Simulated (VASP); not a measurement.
# Cs2Cl3 (P-3m1) in VASP: a series of runs, part 3 of 3

VASP 6.6.1.

## Step 4: Relaxation of cell and atoms, PBE

This run uses another cell than the first one, of 43.85 Å³/atom.

Contents of INCAR:

```
SYSTEM = Cs2Cl3
ALGO = Normal ; EDIFF = 1E-6
EDIFFG = -0.01 ; ENCUT = 600
GGA = PE ; IBRION = 2
ISIF = 3 ; ISMEAR = 0
LASPH = .True. ; LCHARG = .False.
LREAL = .False. ; LWAVE = .False.
NELM = 60 ; NSW = 100
PREC = Accurate ; SIGMA = 0.1
```

Contents of KPOINTS:

```
k-points
0
Gamma
  6 6 6
  0 0 0
```

Contents of POSCAR:

```
Cs2Cl3
1.0
    5.9915913752      0.0000000000      0.0000000000
   -2.9957956876      5.1888703400      0.0000000000
    0.0000000000      0.0000000000      7.0519196653
Cs Cl
2 3
Direct
    0.3333333333      0.6666666667      0.2216042971
    0.6666666667      0.3333333333      0.7783957029
    0.0000000000      0.0000000000      0.0000000000
    0.3333333333      0.6666666667      0.7171123963
    0.6666666667      0.3333333333      0.2828876037
```

Potentials or basis: VASP PAW PBE potentials, release 64 (Cs_sv, Cl).

Command:

```console
> cat potpaw_PBE.64/Cs_sv/POTCAR potpaw_PBE.64/Cl/POTCAR > POTCAR
> mpirun -np 1 vasp_std > vasp.out
```

OUTCAR:

```text
SYSTEM = Cs2Cl3
   EDIFF = 1E-6
   EDIFFG = -0.01
   ENCUT = 600
   GGA = PE
   IBRION = 2
   ISIF = 3
   ISMEAR = 0
   LASPH = .True.
   LREAL = .False.
   NELM = 60
   NSW = 100
   PREC = Accurate

 ion  position               nearest neighbor table
   1  0.333  0.667  0.222-
   2  0.667  0.333  0.778-
   3  0.000  0.000  0.000-
   4  0.333  0.667  0.717-
   5  0.667  0.333  0.283-

  LATTYP: Found a hexagonal cell.
 ALAT       =     5.9915913752
 C/A-ratio  =     1.1769693932

  Lattice vectors:

 A1 = (   5.9915913752,   0.0000000000,   0.0000000000)
 A2 = (  -2.9957956876,   5.1888703400,   0.0000000000)
 A3 = (   0.0000000000,   0.0000000000,   7.0519196653)

Analysis of symmetry for initial positions (statically):
=====================================================================
 Subroutine PRICEL returns:
 Original cell was already a primitive cell.

 Routine SETGRP: Setting up the symmetry group for a
 hexagonal supercell.

 Subroutine GETGRP returns: Found 12 space group operations
 (whereof 12 operations were pure point group operations)
 out of a pool of 24 trial point group operations.

The static configuration has the point symmetry D_3d.

Analysis of symmetry for dynamics (positions and initial velocities):
=====================================================================
 Subroutine PRICEL returns:
 Original cell was already a primitive cell.

 Routine SETGRP: Setting up the symmetry group for a
 hexagonal supercell.

 Subroutine GETGRP returns: Found 12 space group operations
 (whereof 12 operations were pure point group operations)
 out of a pool of 24 trial point group operations.

The dynamic configuration has the point symmetry D_3d.

 Subroutine INISYM returns: Found 12 space group operations
 (whereof 12 operations are pure point group operations),
 and found     1 'primitive' translations

----------------------------------------------------------------------------------------

                                     Primitive cell

  volume of cell :     219.2413

  direct lattice vectors                    reciprocal lattice vectors
     5.991591375  0.000000000  0.000000000     0.166900567  0.096360088  0.000000000
    -2.995795688  5.188870340  0.000000000     0.000000000  0.192720175  0.000000000
     0.000000000  0.000000000  7.051919665     0.000000000  0.000000000  0.141805359

  length of vectors
     5.991591375  5.991591375  7.051919665     0.192720175  0.192720175  0.141805359

  position of ions in fractional coordinates (direct lattice)
     0.333333333  0.666666667  0.221604297
     0.666666667  0.333333333  0.778395703
     0.000000000  0.000000000  0.000000000
     0.333333333  0.666666667  0.717112396
     0.666666667  0.333333333  0.282887604

  ion indices of the primitive-cell ions
   primitive index   ion index
                 1           1
                 2           2
                 3           3
                 4           4
                 5           5

[... 32 lines left out ...]
  0.166667  0.166667  0.000000      6.000000
  0.333333  0.166667  0.000000     12.000000
[... 16 lines left out ...]
  0.500000  0.000000  0.333333      6.000000
  0.166667  0.166667  0.333333     12.000000
 [... further k-points ...]
   k-points           NKPTS =     34   k-points in BZ     NKDIM =     34   number of bands    NBANDS=     23
   number of dos      NEDOS =    301   number of ions     NIONS =      5
   total plane-waves  NPLWV = 129024
   dimension x,y,z NGX =    48 NGY =   48 NGZ =   56
   dimension x,y,z NGXF=    96 NGYF=   96 NGZF=  112
   ions per type =               2   3
   NGX,Y,Z   is equivalent  to a cutoff of  13.32, 13.32, 13.20 a.u.
   NGXF,Y,Z  is equivalent  to a cutoff of  26.64, 26.64, 26.40 a.u.
 SYSTEM =  Cs2Cl3
   PREC   = accura    normal or accurate (medium, high low for compatibility)
   ISTART =      0    job   : 0-new  1-cont  2-samecut
   ICHARG =      2    charge: 1-file 2-atom 10-const
   ISPIN  =      1    spin polarized calculation?
   LNONCOLLINEAR =      F non collinear calculations
   LSORBIT =      F    spin-orbit coupling
   LASPH  =      T    aspherical Exc in radial PAW
   ENCUT  =  600.0 eV  44.10 Ry    6.64 a.u.  11.97 11.97 14.08*2*pi/ulx,y,z
   NELM   =     60;   NELMIN=  2; NELMDL= -5     # of ELM steps
   EDIFF  = 0.1E-05   stopping-criterion for ELM
   LREAL  =      F    real-space projection
   EDIFFG = -.1E-01   stopping-criterion for IOM
   NSW    =    100    number of steps for IOM
   IBRION =      2    ionic relax: 0-MD 1-quasi-New 2-CG
   NFREE  =      1    steps in history (QN), initial steepest desc. (CG)
   ISIF   =      3    stress and relaxation
   ISYM   =      2    0-nonsym 1-usesym 2-fastsym
   POTIM  = 0.5000    time-step for ionic-motion
   TEBEG  =    0.0;   TEEND  =   0.0 temperature during run
   PSTRESS=    0.0 pullay stress
   NELECT =      39.0000    total number of electrons
   NUPDOWN=      -1.0000    fix difference up-down
   EMIN   =  10.00;   EMAX   =-10.00  energy-range for DOS
   EFERMI =   0.00;   METHOD = LEGACY
   ISMEAR =     0;   SIGMA  =   0.10  broadening in eV -4-tet -1-fermi 0-gaus
   EFERMI_NEDOS =   21; number of points for ismear=-14 and -15
   IALGO  =     38    algorithm
   IMIX   =      4    mixing-type and parameters
     AMIX     =   0.40;   BMIX     =  1.00
     AMIX_MAG =   1.60;   BMIX_MAG =  1.00
  volume/ion in A,a.u.               =      43.85       295.90
  Fermi-wavevector in a.u.,A,eV,Ry     =   0.920709  1.739887 11.533720  0.847705
  Thomas-Fermi vector in A             =   2.046044
   LORBIT       =      0    0 simple, 1 ext, 2 COOP (PROOUT), +10 PAW based schemes
   GGA     = PE    functional components
   LHFCALC =     F    Hartree Fock is set to
   AEXX    =    0.0000 exact exchange contribution
   IVDW    =     0    specifies the selected vdW correction
   LEPSILON=     F    determine dielectric tensor
   LRPA    =     F    only Hartree local field effects (RPA)
 conjugate gradient relaxation of ions
 non-spin polarized calculation
 Gauss-broadening in eV      SIGMA  =   0.10
  energy-cutoff  :      600.00
  volume of cell :      219.24
 maximum number of plane-waves:      7350
   NGX = 23   NGY = 23   NGZ = 29

--------------------------------------- Ionic step        1  -------------------------------------------

 number of electron      38.9999998 magnetization

 Free energy of the ion-electron system (eV)
  ---------------------------------------------------
  ext. energy  EPLUGINS =         0.00000000
  ---------------------------------------------------
  free energy    TOTEN  =       -14.20233796 eV

  energy without entropy =      -14.10866042  energy(sigma->0) =      -14.15549919

------------------------ aborting loop because EDIFF is reached ----------------------------------------

  FORCE on cell =-STRESS in cart. coord.  units (eV):
  Direction    XX          YY          ZZ          XY          YZ          ZX
  --------------------------------------------------------------------------------------
  -------------------------------------------------------------------------------------
  Total       -0.0171845     -0.0171845      0.4097311      0.0000000      0.0000000      0.0000000
  in kB       -0.1255816     -0.1255816      2.9942441      0.0000000      0.0000000      0.0000000
  external PRESSURE =       0.9143603 kB  Pullay stress =       0.0000000 kB
[... 143 lines left out ...]
--------------------------------------- Ionic step        5  -------------------------------------------

 number of electron      38.9999997 magnetization

 Free energy of the ion-electron system (eV)
  ---------------------------------------------------
  ext. energy  EPLUGINS =         0.00000000
  ---------------------------------------------------
  free energy    TOTEN  =       -14.20568685 eV

  energy without entropy =      -14.11154204  energy(sigma->0) =      -14.15861444

 E-fermi :  -2.2368     XC(G=0):  -6.8971

 val. band max:       -2.2453125982   @ k =   0.0000   0.0000   0.0000
 cond. band min:      -2.2319351313   @ k =   0.5000   0.0000   0.0000
 fundamental gap:      0.0133774669
 Fermi energy:        -2.2368242734

 k-point     1 :       0.0000    0.0000    0.0000
  band No.  band energies     occupation
      1     -20.9703      2.00000
      2     -20.9334      2.00000
      3     -14.5063      2.00000
      4     -14.3680      2.00000
      5     -14.3272      2.00000
      6      -8.0040      2.00000
[... 613 lines left out ...]
     22       4.9761      0.00000
     23       5.4546      0.00000

 [... further k-points ...]

------------------------ aborting loop because EDIFF is reached ----------------------------------------

  FORCE on cell =-STRESS in cart. coord.  units (eV):
  Direction    XX          YY          ZZ          XY          YZ          ZX
  --------------------------------------------------------------------------------------
  -------------------------------------------------------------------------------------
  Total       -0.0460025     -0.0460025     -0.0056507      0.0000000      0.0000000     -0.0000000
  in kB       -0.3322096     -0.3322096     -0.0408070      0.0000000      0.0000000     -0.0000000
  external PRESSURE =      -0.2350754 kB  Pullay stress =       0.0000000 kB
[... 20 lines left out ...]
  FREE ENERGIE OF THE ION-ELECTRON SYSTEM (eV)
  ---------------------------------------------------
  free  energy   TOTEN  =       -14.2056868453 eV

  energy  without entropy=      -14.1115420437  energy(sigma->0) =      -14.15861444

 reached required accuracy - stopping structural energy minimisation
```

OSZICAR:

```text
N       E                     dE             d eps       ncg     rms          rms(c)
DAV:   1     0.317477601053E+03    0.31748E+03   -0.16616E+04  1564   0.152E+03
DAV:   2     0.180808543352E+02   -0.29940E+03   -0.29588E+03  2329   0.250E+02
[... 47 lines left out ...]
DAV:   1    -0.142075938897E+02   -0.21089E-02   -0.61788E-02  1585   0.134E+00    0.236E-01
DAV:   2    -0.142061003028E+02    0.14936E-02   -0.30536E-03  1844   0.299E-01    0.105E-01
DAV:   3    -0.142060424505E+02    0.57852E-04   -0.15108E-03  2098   0.197E-01    0.114E-01
DAV:   4    -0.142056832584E+02    0.35919E-03   -0.61548E-04  1816   0.134E-01    0.372E-02
DAV:   5    -0.142056837998E+02   -0.54134E-06   -0.84284E-05  1858   0.473E-02    0.173E-02
DAV:   6    -0.142056860420E+02   -0.22422E-05   -0.74272E-06  1928   0.151E-02    0.544E-03
DAV:   7    -0.142056868453E+02   -0.80334E-06   -0.93216E-07  1258   0.582E-03
   5 F= -.14205687E+02 E0= -.14158614E+02  d E =-.201969E-03
```

CONTCAR:

```text
Cs2Cl3
   1.00000000000000
     5.9791026705672605    0.0000000000000000    0.0000000000000000
    -2.9895513352836303    5.1780548045278065    0.0000000000000000
     0.0000000000000000    0.0000000000000000    7.1660069215073667
  Cs              Cl
     2     3
Direct
     0.3333333332999970    0.6666666667000030    0.2214664131562597
     0.6666666667000030    0.3333333332999970    0.7785335868437403
     1.0000000000000000    0.0000000000000000    0.0000000000000000
     0.3333333332999970    0.6666666667000030    0.7177259449226211
     0.6666666667000030    0.3333333332999970    0.2822740550773789

  0.00000000E+00  0.00000000E+00  0.00000000E+00
  0.00000000E+00  0.00000000E+00  0.00000000E+00
  0.00000000E+00  0.00000000E+00  0.00000000E+00
  0.00000000E+00  0.00000000E+00  0.00000000E+00
  0.00000000E+00  0.00000000E+00  0.00000000E+00
```

It took 12 min on 1 thread of Intel Xeon Platinum 8375C at 2.90GHz (Ice Lake), shared host; peak memory 0.47 GiB.

Results:

* Free energy: -14.2057 eV
* Relaxed volume: 44.37 Å³/atom
* Relaxed cell: a = 5.979 Å, b = 5.979 Å, c = 7.166 Å, α = 90.00°, β = 90.00°, γ = 120.00°
* Space group after relaxing (to 0.1 Å): P-3m1 (No. 164)
* Energy gained by relaxing: 0.7 meV/atom
* Ionic steps: 5
* Pressure after relaxing: 0.0 GPa
* Largest force after relaxing: 0.006 eV/Å
* Band gap on the k mesh: zero (an odd number of electrons rules out a gap without spin polarisation)

Forces in eV/Å, atoms in the order of the input:
```
Cs   0.000  0.000  0.001
Cs   0.000  0.000 -0.001
Cl   0.000  0.000  0.000
Cl   0.000  0.000  0.006
Cl   0.000  0.000 -0.006
```

The path:
```
step  energy change (eV)  largest force (eV/Å)  pressure (GPa)  volume (Å³)
   1              0.0000                0.0185            0.09       219.24
   2             -0.0014                0.0159            0.05       220.04
   3             -0.0031                0.0094           -0.03       222.15
   4             -0.0031                0.0085           -0.05       222.39
   5             -0.0033                0.0062           -0.02       221.86
```

Final structure:
```
CELL_PARAMETERS angstrom
5.97910 0.00000 0.00000
-2.98955 5.17805 0.00000
0.00000 0.00000 7.16601
ATOMIC_POSITIONS crystal
Cs 0.33333 0.66667 0.22147
Cs 0.66667 0.33333 0.77853
Cl 0.00000 0.00000 0.00000
Cl 0.33333 0.66667 0.71773
Cl 0.66667 0.33333 0.28227
```

Levels at points of the mesh, in eV from the Fermi level:
```tsv
k point	band 16	band 17	band 18	band 19	band 20	band 21	band 22	band 23
(0.00, 0.00, 0.00)	-0.37	-0.22	-0.09	-0.01	-0.01	5.45	7.00	7.00
(0.50, 0.00, 0.00)	-0.25	-0.19	-0.16	-0.11	0.00	6.50	7.04	7.30
(0.00, 0.00, 0.50)	-0.35	-0.35	-0.34	-0.01	-0.01	6.55	6.83	7.55
(0.50, 0.00, 0.50)	-0.38	-0.33	-0.15	-0.07	-0.05	7.03	7.50	7.73
```

Caveat: spin-orbit coupling is left out, which moves the levels of the heavy elements; an odd number of electrons without spin polarisation forces a metal; a magnetic or distorted state may lie lower.

## Step 5: Summary

| task | cell | k mesh | cutoff (eV) | gap on the mesh (eV) | pressure (GPa) | relaxed volume (Å³/atom) | largest force (eV/Å) |
| --- | --- | --- | --- | --- | --- | --- | --- |
| single point | a = 5.971, b = 5.971, c = 7.159 Å, angles 90.0, 90.0, 120.0°, 5 atoms, atomic positions A | 6 × 6 × 6 | 520 | none | 0.0 | - | 0.01 |
| relaxation of cell and atoms | relaxed from a = 5.370, b = 5.370, c = 6.484 Å, angles 90.0, 90.0, 120.0°, 5 atoms, atomic positions B | 6 × 6 × 4 | 600 | none | 0.0 | 44.10 | 0.04 |
| relaxation of cell and atoms | relaxed from a = 5.992, b = 5.992, c = 7.052 Å, angles 90.0, 90.0, 120.0°, 5 atoms, atomic positions C | 6 × 6 × 6 | 600 | none | 0.0 | 44.37 | 0.01 |

Alike in all rows: level PBE; potentials or basis VASP PAW PBE potentials, release 64 (Cs_sv, Cl); no spin polarisation; smearing gaussian 0.1 eV.

Caveats: spin-orbit coupling is left out, which moves the levels of the heavy elements; an odd number of electrons without spin polarisation forces a metal; a magnetic or distorted state may lie lower; the volume moved by over 15 % at a fixed basis, so the end points are rough (at least some runs).

Total energies depend on the potentials used, so only differences within one code and one set of settings carry meaning.
